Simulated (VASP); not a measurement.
# KMoC (P4/nmm) in VASP: a series of runs, part 2 of 2

VASP 6.6.1.

### 3 Single point, PBE

This run uses another cell than the first one, of 28.99 Å³/atom.

Input file INCAR:

```
  PREC = Accurate
  ENCUT = 520
  EDIFF = 1E-6
  ISMEAR = 0
  SIGMA = 0.1
  LREAL = False
  LASPH = True
  NELM = 60
  ALGO = Fast
  ISIF = 2
  LWAVE = False
  LCHARG = True
  GGA = PE
  LELF = True
  LVHAR = True
  NBANDS = 36
```

Input file KPOINTS:

```
regular mesh
0
Gamma
  4 4 4
```

Input file POSCAR:

```
KMoC
1.0
    4.1196188008      0.0000000000      0.0000000000
    0.0000000000      4.1196188008      0.0000000000
    0.0000000000      0.0000000000     10.2492955558
K Mo C
2 2 2
Direct
    0.5000000000      0.0000000000      0.2977246508
    0.0000000000      0.5000000000      0.7022753492
    0.5000000000      0.0000000000      0.9799358123
    0.0000000000      0.5000000000      0.0200641877
    0.0000000000      0.0000000000      0.0000000000
    0.5000000000      0.5000000000      0.0000000000
```

Potentials or basis: VASP PAW PBE potentials, release 64 (K_sv, Mo_sv, C).

Launch:

```console
cat potpaw_PBE.64/K_sv/POTCAR potpaw_PBE.64/Mo_sv/POTCAR potpaw_PBE.64/C/POTCAR > POTCAR
mpirun -np 1 vasp_std > vasp.out
```

OUTCAR:

```text
PREC = Accurate
   ENCUT = 520
   EDIFF = 1E-6
   ISMEAR = 0
   LREAL = False
   LASPH = True
   NELM = 60
   ISIF = 2
   GGA = PE

 ion  position               nearest neighbor table
   1  0.500  0.000  0.298-   3 3.26
   2  0.000  0.500  0.702-   4 3.26
   3  0.500  0.000  0.980-   5 2.07   6 2.07   6 2.07   5 2.07   4 2.94   4 2.94   4 2.94   4 2.94
                             1 3.26
   4  0.000  0.500  0.020-   5 2.07   6 2.07   5 2.07   6 2.07   3 2.94   3 2.94   3 2.94   3 2.94
                             2 3.26
   5  0.000  0.000  0.000-   3 2.07   4 2.07   4 2.07   3 2.07
   6  0.500  0.500  0.000-   3 2.07   4 2.07   3 2.07   4 2.07

  LATTYP: Found a simple tetragonal cell.
 ALAT       =     4.1196188008
 C/A-ratio  =     2.4879232889

  Lattice vectors:

 A1 = (   4.1196188008,   0.0000000000,   0.0000000000)
 A2 = (   0.0000000000,   4.1196188008,   0.0000000000)
 A3 = (   0.0000000000,   0.0000000000,  10.2492955558)

Analysis of symmetry for initial positions (statically):
=====================================================================
 Subroutine PRICEL returns:
[... 179 lines left out ...]
 cond. band min:       2.6816506250   @ k =   0.2500   0.2500   0.2500
 fundamental gap:      0.0607167053
 Fermi energy:         2.6427411745

 k-point     1 :       0.0000    0.0000    0.0000
  band No.  band energies     occupation
      1     -58.6830      2.00000
      2     -58.5758      2.00000
      3     -33.1891      2.00000
      4     -33.1891      2.00000
      5     -32.7118      2.00000
      6     -32.7118      2.00000
[... 691 lines left out ...]
     35       6.7137      0.00000
     36       7.0263      0.00000

------------------------ aborting loop because EDIFF is reached ----------------------------------------

  FORCE on cell =-STRESS in cart. coord.  units (eV):
  Direction    XX          YY          ZZ          XY          YZ          ZX
  --------------------------------------------------------------------------------------
  -------------------------------------------------------------------------------------
  Total        0.0834710      0.0834710      0.2881283      0.0000000      0.0000000      0.0000000
  in kB        0.7688435      0.7688435      2.6539241      0.0000000      0.0000000      0.0000000
  external PRESSURE =       1.3972037 kB  Pullay stress =       0.0000000 kB

 VOLUME and BASIS-vectors are now :
 -----------------------------------------------------------------------------
  energy-cutoff  :      520.00
  volume of cell :      173.94
      direct lattice vectors                 reciprocal lattice vectors
     4.119618801  0.000000000  0.000000000     0.242740906  0.000000000  0.000000000
     0.000000000  4.119618801  0.000000000     0.000000000  0.242740906  0.000000000
     0.000000000  0.000000000 10.249295556     0.000000000  0.000000000  0.097567681

 POSITION                                       TOTAL-FORCE (eV/Angst)
 -----------------------------------------------------------------------------------
      2.05981      0.00000      3.05147         0.000000     -0.000000      0.039614
      0.00000      2.05981      7.19783         0.000000      0.000000     -0.039614
      2.05981      0.00000     10.04365         0.000000     -0.000000     -0.035396
      0.00000      2.05981      0.20564         0.000000      0.000000      0.035396
      0.00000      0.00000      0.00000         0.000000     -0.000000      0.000000
      2.05981      2.05981      0.00000         0.000000      0.000000      0.000000
 -----------------------------------------------------------------------------------
    total drift:                                0.000000      0.000000     -0.000000

  FREE ENERGIE OF THE ION-ELECTRON SYSTEM (eV)
  ---------------------------------------------------
  free  energy   TOTEN  =       -39.6163744267 eV

  energy  without entropy=      -39.5985142148  energy(sigma->0) =      -39.60744432
```

It took 3.4 min on 1 thread of Oxide Virtual Turin-like, shared host; peak memory 0.3 GiB.

Results:

```yaml
Free_energy: -39.6164 eV
Pressure: 0.1 GPa
Largest_force: 0.040 eV/Å
Band_gap_on_the_k_mesh: zero (bands 27 and 28 overlap by 1.17 eV)
```

Forces in eV/Å, atoms in the order of the input:
```
K    0.000  0.000  0.040
K    0.000  0.000 -0.040
Mo   0.000  0.000 -0.035
Mo   0.000  0.000  0.035
C    0.000  0.000  0.000
C    0.000  0.000  0.000
```

Stress tensor (GPa, compression positive):
```
0.08 0.00 0.00
0.00 0.08 0.00
0.00 0.00 0.27
```

Levels at points of the mesh, in eV from the Fermi level:
| k point | band 25 | band 26 | band 27 | band 28 | band 29 | band 30 |
| --- | --- | --- | --- | --- | --- | --- |
| (0.00, 0.00, 0.00) | -1.94 | -1.72 | -0.53 | -0.32 | 0.34 | 0.34 |
| (0.50, 0.00, 0.00) | -0.70 | -0.70 | -0.21 | -0.21 | 1.05 | 1.05 |
| (0.50, 0.50, 0.00) | -0.59 | -0.59 | 0.85 | 0.85 | 1.76 | 1.76 |
| (0.00, 0.00, 0.50) | -1.94 | -1.72 | -1.23 | 0.33 | 0.34 | 0.34 |
| (0.50, 0.00, 0.50) | -0.66 | -0.66 | -0.21 | -0.21 | 0.86 | 0.86 |
| (0.50, 0.50, 0.50) | -0.56 | -0.56 | 0.85 | 0.85 | 1.58 | 1.58 |

Caveat: the k points lie up to 0.38 Å⁻¹ apart, too coarse for converged energies and pressures of a metal.

### 4 Single point, PBE

This run uses another cell than the first one, of 29.16 Å³/atom.

Input file INCAR:

```
PREC     = Accurate       # precision mode
ENCUT    = 520            # plane-wave cutoff, eV
EDIFF    = 1E-6           # SCF threshold, eV
ISMEAR   = 0              # smearing method
SIGMA    = 0.1            # smearing width, eV
LREAL    = False          # projectors in reciprocal space
LASPH    = True           # aspherical terms in the spheres
NELM     = 100            # most SCF steps
ALGO     = Fast           # electronic algorithm
ISIF     = 2              # what is computed and relaxed
LWAVE    = False          # write WAVECAR
LCHARG   = False          # write CHGCAR
GGA      = PE             # functional
NBANDS   = 36             # bands
```

Input file KPOINTS:

```
Automatic mesh
0
Gamma
  10 10 4
```

Input file POSCAR:

```
KMoC
1.0
    4.1149488431      0.0000000000      0.0000000000
    0.0000000000      4.1149488431      0.0000000000
    0.0000000000      0.0000000000     10.3341095910
K Mo C
2 2 2
Direct
    0.5000000000      0.0000000000      0.2942472735
    0.0000000000      0.5000000000      0.7057527265
    0.5000000000      0.0000000000      0.9782705367
    0.0000000000      0.5000000000      0.0217294633
    0.0000000000      0.0000000000      0.0000000000
    0.5000000000      0.5000000000      0.0000000000
```

Launch:

```console
cat potpaw_PBE.64/K_sv/POTCAR potpaw_PBE.64/Mo_sv/POTCAR potpaw_PBE.64/C/POTCAR > POTCAR
mpirun -np 1 vasp_std > vasp.out
```

Wall time 17 min (1 thread of Oxide Virtual Turin-like, shared host); peak memory 0.47 GiB.

Results (log left out):

| Quantity | Value |
| --- | --- |
| Free energy | -39.5486 eV |
| Pressure | 0.1 GPa |
| Largest force | 0.020 eV/Å |
| Band gap on the k mesh | zero (bands 27 and 28 overlap by 1.24 eV) |

Forces in eV/Å, atoms in the order of the input:
```
K    0.000  0.000  0.005
K    0.000  0.000 -0.005
Mo   0.000  0.000 -0.020
Mo   0.000  0.000  0.020
C    0.000  0.000  0.000
C    0.000  0.000  0.000
```

Stress tensor (GPa, compression positive):
```
0.11 0.00 0.00
0.00 0.11 0.00
0.00 0.00 0.03
```

Levels at points of the mesh, in eV from the Fermi level:
| k point | band 23 | band 24 | band 25 | band 26 | band 27 | band 28 | band 29 | band 30 | band 31 | band 32 |
| --- | --- | --- | --- | --- | --- | --- | --- | --- | --- | --- |
| (0.00, 0.00, 0.00) | -2.23 | -1.95 | -1.95 | -1.77 | -0.58 | -0.41 | 0.50 | 0.50 | 1.15 | 1.15 |
| (0.50, 0.00, 0.00) | -3.89 | -3.89 | -0.70 | -0.70 | -0.14 | -0.14 | 1.00 | 1.00 | 2.32 | 2.32 |
| (0.50, 0.50, 0.00) | -4.59 | -4.59 | -0.63 | -0.63 | 0.78 | 0.78 | 1.69 | 1.69 | 2.72 | 3.13 |
| (0.00, 0.00, 0.50) | -1.95 | -1.95 | -1.95 | -1.77 | -1.31 | 0.29 | 0.50 | 0.50 | 1.15 | 1.15 |
| (0.50, 0.00, 0.50) | -3.89 | -3.89 | -0.66 | -0.66 | -0.14 | -0.14 | 0.81 | 0.81 | 2.31 | 2.31 |
| (0.50, 0.50, 0.50) | -4.59 | -4.59 | -0.60 | -0.60 | 0.78 | 0.78 | 1.53 | 1.53 | 2.65 | 2.94 |

### 5 Summary

| cell | k mesh | gap on the mesh (eV) | pressure (GPa) | largest force (eV/Å) |
| --- | --- | --- | --- | --- |
| a = 3.948, b = 3.948, c = 6.947 Å, 6 atoms, atomic positions A | 4 × 4 × 4 | none | -1.1 | 1.06 |
| a = 4.120, b = 4.120, c = 10.249 Å, 6 atoms, atomic positions B | 4 × 4 × 4 | none | 0.1 | 0.04 |
| a = 4.115, b = 4.115, c = 10.334 Å, 6 atoms, atomic positions C | 10 × 10 × 4 | none | 0.1 | 0.02 |

Alike in all rows: task single point; level PBE; potentials or basis VASP PAW PBE potentials, release 64 (K_sv, Mo_sv, C); no spin polarisation; cutoff (eV) 520; smearing gaussian 0.1 eV.

Caveats: some runs use coarse meshes; forces of over 1 eV/Å act on the atoms, so gaps and moduli don't describe the material at rest (at least some runs).

Absolute energies hang on the potentials; compare differences alone.

The gap in the log of VASP goes by the Fermi energy; the results here count the filled bands.